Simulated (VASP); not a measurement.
# Ca2PtS3 (R-3m) in VASP: single point with r2SCAN+rVV10

Aim: the single point of Ca2PtS3 with r2SCAN+rVV10.

All numbers are computed with VASP 6.6.1; they aren't measurements. Logs are shortened: lines on timing, memory, paths and dates and some standing lists are left out, and cuts for length are marked.

**1. The cell of the first run**

Symmetry: R-3m, No. 166, trigonal system. Conventional cell: a = 6.609 Å, b = 6.609 Å, c = 10.172 Å, α = 90.00°, β = 90.00°, γ = 120.00°. Ca (site symmetry 3m) has 3 S at 2.61 Å and 1 Ca at 3.21 Å and 1 Pt at 3.48 Å within 3.5 Å. Within 3.5 Å of Pt (site symmetry -3m) lie 6 S at 2.55 Å and 2 Ca at 3.48 Å. Within 3.4 Å of S (site symmetry 2/m) lie 2 Pt at 2.55 Å and 2 Ca at 2.61 Å and 4 S at 3.30 Å.

**2. Single point, r2SCAN+rVV10**

The input, POSCAR:

```
Ca2PtS3
1.0
    3.3045393584      1.9078766881      3.3906270245
   -3.3045393584      1.9078766881      3.3906270245
    0.0000000000     -3.8157533762      3.3906270245
Ca Pt S
2 1 3
Direct
    0.1579548953      0.1579548953      0.1579548953
    0.8420451047      0.8420451047      0.8420451047
    0.5000000000      0.5000000000      0.5000000000
    0.5000000000      0.5000000000      0.0000000000
    0.5000000000      0.0000000000      0.5000000000
    0.0000000000      0.5000000000      0.5000000000
```

The input, INCAR.step1:

```
  ALGO = Normal
  EDIFF = 1E-4
  ENCUT = 520
  GGA = PE
  ISMEAR = -1
  LASPH = True
  LCHARG = False
  LREAL = False
  LWAVE = True
  NBANDS = 33
  NELM = 80
  PREC = Accurate
  SIGMA = 0.03
```

The input, INCAR.step2:

```
  ALGO = Normal
  BPARAM = 11.95
  CPARAM = 0.0093
  EDIFF = 1E-6
  ENCUT = 520
  ISIF = 2
  ISMEAR = -1
  ISTART = 1
  IVDW_NL = 2
  LASPH = True
  LCHARG = True
  LELF = True
  LMIXTAU = True
  LREAL = False
  LUSE_VDW = True
  LVHAR = True
  LWAVE = False
  METAGGA = R2SCAN
  NBANDS = 33
  NELM = 80
  PREC = Accurate
  SIGMA = 0.03
```

The input, KPOINTS:

```
k-points
0
Gamma
  6 6 6
```

Potentials or basis: VASP PAW PBE potentials, release 64 (Ca_sv, Pt, S).

Command:

```bash
$ cat potpaw_PBE.64/Ca_sv/POTCAR potpaw_PBE.64/Pt/POTCAR potpaw_PBE.64/S/POTCAR > POTCAR
$ cp INCAR.step1 INCAR
$ mpirun -np 1 vasp_std > vasp.out
$ cp INCAR.step2 INCAR
$ mpirun -np 1 vasp_std > vasp.out
```

OUTCAR:

```text
BPARAM = 11.95
   EDIFF = 1E-6
   ENCUT = 520
   ISIF = 2
   ISMEAR = -1
   ISTART = 1
   IVDW_NL = 2
   LASPH = True
   LREAL = False
   METAGGA = R2SCAN
   NELM = 80
   PREC = Accurate

 ion  position               nearest neighbor table
   1  0.158  0.158  0.158-   4 2.61   5 2.61   6 2.61
   2  0.842  0.842  0.842-   4 2.61   5 2.61   6 2.61
   3  0.500  0.500  0.500-   4 2.55   4 2.55   6 2.55   5 2.55   5 2.55   6 2.55
   4  0.500  0.500  0.000-   3 2.55   3 2.55   1 2.61   2 2.61
   5  0.500  0.000  0.500-   3 2.55   3 2.55   1 2.61   2 2.61
   6  0.000  0.500  0.500-   3 2.55   3 2.55   1 2.61   2 2.61

  LATTYP: Found a trigonal (rhomboedric) cell.
 ALAT       =     5.1045396901
 COS(alpha) =     0.1618173182

  Lattice vectors:

 A1 = (   3.3045393584,   1.9078766881,   3.3906270245)
 A2 = (  -3.3045393584,   1.9078766881,   3.3906270245)
 A3 = (   0.0000000000,  -3.8157533762,   3.3906270245)

Analysis of symmetry for initial positions (statically):
=====================================================================
 Subroutine PRICEL returns:
 Original cell was already a primitive cell.

 Routine SETGRP: Setting up the symmetry group for a
 trigonal (rhombohedral) supercell.

 Subroutine GETGRP returns: Found 12 space group operations
 (whereof 12 operations were pure point group operations)
 out of a pool of 12 trial point group operations.

The static configuration has the point symmetry D_3d.

Analysis of symmetry for dynamics (positions and initial velocities):
=====================================================================
 Subroutine PRICEL returns:
 Original cell was already a primitive cell.

 Routine SETGRP: Setting up the symmetry group for a
 trigonal (rhombohedral) supercell.

 Subroutine GETGRP returns: Found 12 space group operations
 (whereof 12 operations were pure point group operations)
 out of a pool of 12 trial point group operations.

The dynamic configuration has the point symmetry D_3d.

 Subroutine INISYM returns: Found 12 space group operations
 (whereof 12 operations are pure point group operations),
 and found     1 'primitive' translations

----------------------------------------------------------------------------------------

                                     Primitive cell

  volume of cell :     128.2604

  direct lattice vectors                    reciprocal lattice vectors
     3.304539358  1.907876688  3.390627025     0.151307019  0.087357148  0.098310233
    -3.304539358  1.907876688  3.390627025    -0.151307019  0.087357148  0.098310233
     0.000000000 -3.815753376  3.390627025     0.000000000 -0.174714296  0.098310233

  length of vectors
     5.104539690  5.104539690  5.104539690     0.200474406  0.200474406  0.200474406

  position of ions in fractional coordinates (direct lattice)
     0.157954895  0.157954895  0.157954895
     0.842045105  0.842045105  0.842045105
     0.500000000  0.500000000  0.500000000
     0.500000000  0.500000000  0.000000000
     0.500000000  1.000000000  0.500000000
     1.000000000  0.500000000  0.500000000

  ion indices of the primitive-cell ions
   primitive index   ion index
                 1           1
                 2           2
                 3           3
                 4           4
                 5           5
                 6           6

----------------------------------------------------------------------------------------

 KPOINTS: k-points

Automatic generation of k-mesh.
 Grid dimensions read from file:
 generate k-points for:    6    6    6

 Generating k-lattice:

  Cartesian coordinates                     Fractional coordinates (reciprocal lattice)
     0.025217837  0.014559525  0.016385039     0.166666667 -0.000000000 -0.000000000
    -0.025217837  0.014559525  0.016385039    -0.000000000  0.166666667 -0.000000000
     0.000000000 -0.029119049  0.016385039    -0.000000000 -0.000000000  0.166666667

  Length of vectors
     0.033412401  0.033412401  0.033412401

  Shift w.r.t. Gamma in fractional coordinates (k-lattice)
     0.000000000  0.000000000  0.000000000

 Subroutine IBZKPT returns following result:
 ===========================================

 Found     32 irreducible k-points:

 Following reciprocal coordinates:
            Coordinates               Weight
  0.000000  0.000000  0.000000      1.000000
  0.166667  0.000000  0.000000      6.000000
  0.333333 -0.000000 -0.000000      6.000000
  0.500000  0.000000 -0.000000      3.000000
  0.166667  0.166667 -0.000000      6.000000
  0.333333  0.166667 -0.000000     12.000000
[... 16 lines left out ...]
  0.500000  0.500000  0.166667      6.000000
 -0.333333  0.500000  0.166667     12.000000
 [... further k-points ...]
   k-points           NKPTS =     32   k-points in BZ     NKDIM =     32   number of bands    NBANDS=     33
   number of dos      NEDOS =    301   number of ions     NIONS =      6
   total plane-waves  NPLWV =  64000
   dimension x,y,z NGX =    40 NGY =   40 NGZ =   40
   dimension x,y,z NGXF=    80 NGYF=   80 NGZF=   80
   ions per type =               2   1   3
   NGX,Y,Z   is equivalent  to a cutoff of  13.03, 13.03, 13.03 a.u.
   NGXF,Y,Z  is equivalent  to a cutoff of  26.05, 26.05, 26.05 a.u.
 SYSTEM =  unknown system
   PREC   = accura    normal or accurate (medium, high low for compatibility)
   ISTART =      1    job   : 0-new  1-cont  2-samecut
   ICHARG =      0    charge: 1-file 2-atom 10-const
   ISPIN  =      1    spin polarized calculation?
   LNONCOLLINEAR =      F non collinear calculations
   LSORBIT =      F    spin-orbit coupling
   LASPH  =      T    aspherical Exc in radial PAW
   ENCUT  =  520.0 eV  38.22 Ry    6.18 a.u.   9.49  9.49  9.49*2*pi/ulx,y,z
   NELM   =     80;   NELMIN=  2; NELMDL=  0     # of ELM steps
   EDIFF  = 0.1E-05   stopping-criterion for ELM
   LREAL  =      F    real-space projection
[... 7 lines left out ...]
   TEBEG  =    0.0;   TEEND  =   0.0 temperature during run
   PSTRESS=    0.0 pullay stress
   NELECT =      48.0000    total number of electrons
   NUPDOWN=      -1.0000    fix difference up-down
   EMIN   =  10.00;   EMAX   =-10.00  energy-range for DOS
   EFERMI =   0.00;   METHOD = LEGACY
   ISMEAR =    -1;   SIGMA  =   0.03  broadening in eV -4-tet -1-fermi 0-gaus
   EFERMI_NEDOS =   21; number of points for ismear=-14 and -15
   IALGO  =     38    algorithm
   IMIX   =      4    mixing-type and parameters
     AMIX     =   0.40;   BMIX     =  1.00
     AMIX_MAG =   1.60;   BMIX_MAG =  1.00
  volume/ion in A,a.u.               =      21.38       144.26
  Fermi-wavevector in a.u.,A,eV,Ry     =   1.179753  2.229410 18.936821  1.391817
  Thomas-Fermi vector in A             =   2.316058
   LORBIT       =      0    0 simple, 1 ext, 2 COOP (PROOUT), +10 PAW based schemes
   METAGGA = R2SCAN    functional components
   LHFCALC =     F    Hartree Fock is set to
   AEXX    =    0.0000 exact exchange contribution
   IVDW_NL    =     2    kernel type
   BPARAM     =11.9500
   IVDW    =     0    specifies the selected vdW correction
   LEPSILON=     F    determine dielectric tensor
   LRPA    =     F    only Hartree local field effects (RPA)
 non-spin polarized calculation
  energy-cutoff  :      520.00
  volume of cell :      128.26
 maximum number of plane-waves:      3481
 NGX is ok and might be reduce to    40
   NGX = 19   NGY = 19   NGZ = 19

 number of electron      48.0000007 magnetization

 Free energy of the ion-electron system (eV)
  ---------------------------------------------------
  ext. energy  EPLUGINS =         0.00000000
  ---------------------------------------------------
  free energy    TOTEN  =       -94.83165840 eV

  energy without entropy =      -94.82718558  energy(sigma->0) =      -94.82942199

 E-fermi :   5.3220     XC(G=0): -10.4028

 val. band max:        5.3093236595   @ k =   0.1667   0.1667   0.1667
 cond. band min:       5.3373885765   @ k =   0.1667   0.1667  -0.0000
 fundamental gap:      0.0280649171
 Fermi energy:         5.3220243138

 k-point     1 :       0.0000    0.0000    0.0000
  band No.  band energies     occupation
      1     -37.6807      2.00000
      2     -37.6433      2.00000
      3     -18.0713      2.00000
      4     -17.8457      2.00000
      5     -17.8457      2.00000
      6     -17.8287      2.00000
[... 25 lines left out ...]
     32       9.9589      0.00000
     33      10.2009      0.00000

 k-point     2 :       0.1667    0.0000    0.0000
  band No.  band energies     occupation
      1     -37.6799      2.00000
      2     -37.6440      2.00000
      3     -18.0701      2.00000
      4     -17.8512      2.00000
      5     -17.8440      2.00000
      6     -17.8295      2.00000
[... 25 lines left out ...]
     32       9.7181      0.00000
     33      10.2553      0.00000

 k-point     3 :       0.3333   -0.0000   -0.0000
  band No.  band energies     occupation
      1     -37.6781      2.00000
      2     -37.6457      2.00000
      3     -18.0673      2.00000
      4     -17.8639      2.00000
      5     -17.8405      2.00000
      6     -17.8298      2.00000
[... 25 lines left out ...]
     32       9.4245      0.00000
     33       9.9698      0.00000

 k-point     4 :       0.5000    0.0000   -0.0000
  band No.  band energies     occupation
      1     -37.6772      2.00000
      2     -37.6466      2.00000
      3     -18.0658      2.00000
      4     -17.8707      2.00000
      5     -17.8386      2.00000
      6     -17.8296      2.00000
[... 673 lines left out ...]
     32       9.7118      0.00000
     33       9.8422      0.00000

 k-point    23 :       0.5000    0.5000    0.1667
  band No.  band energies     occupation
      1     -37.6734      2.00000
      2     -37.6501      2.00000
      3     -18.0844      2.00000
      4     -17.8828      2.00000
      5     -17.8441      2.00000
      6     -17.8316      2.00000
[... 25 lines left out ...]
     32       9.5220      0.00000
     33      10.0206      0.00000

 k-point    24 :      -0.3333    0.5000    0.1667
  band No.  band energies     occupation
      1     -37.6741      2.00000
      2     -37.6494      2.00000
      3     -18.0827      2.00000
      4     -17.8800      2.00000
      5     -17.8456      2.00000
      6     -17.8290      2.00000
[... 25 lines left out ...]
     32       9.3114      0.00000
     33      10.1822      0.00000

 [... further k-points ...]

------------------------ aborting loop because EDIFF is reached ----------------------------------------

  FORCE on cell =-STRESS in cart. coord.  units (eV):
  Direction    XX          YY          ZZ          XY          YZ          ZX
  --------------------------------------------------------------------------------------
  -------------------------------------------------------------------------------------
  Total        0.2240405      0.2240405      0.4013937      0.0000000     -0.0000000      0.0000000
  in kB        2.7986241      2.7986241      5.0140491      0.0000000     -0.0000000      0.0000000
  external PRESSURE =       3.5370991 kB  Pullay stress =       0.0000000 kB

 VOLUME and BASIS-vectors are now :
 -----------------------------------------------------------------------------
  energy-cutoff  :      520.00
  volume of cell :      128.26
      direct lattice vectors                 reciprocal lattice vectors
     3.304539358  1.907876688  3.390627025     0.151307019  0.087357148  0.098310233
    -3.304539358  1.907876688  3.390627025    -0.151307019  0.087357148  0.098310233
     0.000000000 -3.815753376  3.390627025     0.000000000 -0.174714296  0.098310233

 POSITION                                       TOTAL-FORCE (eV/Angst)
 -----------------------------------------------------------------------------------
      0.00000      0.00000      1.60670         0.000000     -0.000000     -0.091020
      0.00000      0.00000      8.56518         0.000000      0.000000      0.091020
      0.00000      0.00000      5.08594        -0.000000     -0.000000     -0.000000
      0.00000      1.90788      3.39063        -0.000000     -0.000000     -0.000000
      1.65227     -0.95394      3.39063         0.000000     -0.000000     -0.000000
     -1.65227     -0.95394      3.39063         0.000000     -0.000000     -0.000000
 -----------------------------------------------------------------------------------
    total drift:                                0.000000      0.000000     -0.000000

  FREE ENERGIE OF THE ION-ELECTRON SYSTEM (eV)
  ---------------------------------------------------
  free  energy   TOTEN  =       -94.8316584032 eV

  energy  without entropy=      -94.8271855776  energy(sigma->0) =      -94.82942199
```

Run time: 7.6 min. Hardware: 1 thread of AMD EPYC 7R13 (Zen 3), shared host; peak memory 0.54 GiB.

What came out:

```yaml
Free_energy: -94.8317 eV
Pressure: 0.4 GPa
Largest_force: 0.091 eV/Å
Band_gap_on_the_k_mesh: zero (bands 24 and 25 overlap by 2.26 eV)
```

Forces in eV/Å, atoms in the order of the input:
```
Ca   0.000  0.000 -0.091
Ca   0.000  0.000  0.091
Pt   0.000  0.000  0.000
S    0.000  0.000  0.000
S    0.000  0.000  0.000
S    0.000  0.000  0.000
```

Levels at points of the mesh, in eV from the Fermi level:
| k point | band 22 | band 23 | band 24 | band 25 | band 26 | band 27 |
| --- | --- | --- | --- | --- | --- | --- |
| (0.00, 0.00, 0.00) | -2.01 | -1.29 | -1.10 | -1.10 | 0.50 | 1.43 |
| (0.50, 0.00, 0.00) | -1.55 | -1.42 | -1.21 | -0.78 | 2.34 | 2.45 |
| (0.50, 0.50, 0.00) | -1.45 | -1.20 | -0.92 | 2.03 | 2.61 | 2.77 |
| (0.50, 0.50, 0.50) | -1.28 | -0.70 | 0.74 | 2.85 | 2.85 | 3.09 |

Caveat: the PAW data sets were made with another functional, which shifts forces and pressure a little; spin-orbit coupling is left out, which moves the levels of the heavy elements.
